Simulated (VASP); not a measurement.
Wanted: the native input for a VASP 6.6.1 run.

```
Task                   : electric field gradients
Functional             : PBE
Potentials or basis    : VASP PAW PBE potentials, release 64 (Hg)
Cutoff                 : 520 eV
k mesh                 : 12 × 12 × 12
Occupations            : fermi-dirac, width 0.03 eV
Spin                   : no spin polarisation
Dipole correction      : no
Further INCAR settings : ALGO = Normal; EDIFF = 1e-08; NBANDS = 12
```

The structure of Hg lies in POSCAR:

```
Hg
1.0
    1.7300004553      0.9988162286      2.2340000000
   -1.7300004553      0.9988162286      2.2340000000
    0.0000000000     -1.9976324571      2.2340000000
Hg
1
Direct
    0.0000000000      0.0000000000      0.0000000000
```

One way to write it, as run:

INCAR

```
SYSTEM = Hg
PREC = Accurate
ENCUT = 520
EDIFF = 1E-8
ISMEAR = -1
SIGMA = 0.03
LREAL = .False.
LASPH = .True.
NELM = 60
ALGO = Normal
ISIF = 2
LWAVE = .False.
LCHARG = .False.
GGA = PE
LEFG = .True.
NBANDS = 12
```

KPOINTS

```
regular mesh
0
Gamma
  12 12 12
  0 0 0
```

Potentials or basis: VASP PAW PBE potentials, release 64 (Hg).

Run with:

```bash
$ cat potpaw_PBE.64/Hg/POTCAR > POTCAR
$ mpirun -np 1 vasp_std > vasp.out
```

It gave:

- Pressure: 6.6 GPa
- Band gap on the k mesh: zero (bands 6 and 7 overlap by 3.28 eV)
- Largest electric field gradient by atom: Hg -146.6 V/Å²

Caveat: the cell stands under pressure; without QUAD_EFG the Cq values of the log hold for a quadrupole moment of 1 mb, not for the nuclei; spin-orbit coupling is left out, which moves the levels of the heavy elements.

Run time: 17 s on 1 thread of Intel(R) Xeon(R) Platinum 8488C (Sapphire Rapids), on a shared host, peak memory 0.18 GiB.
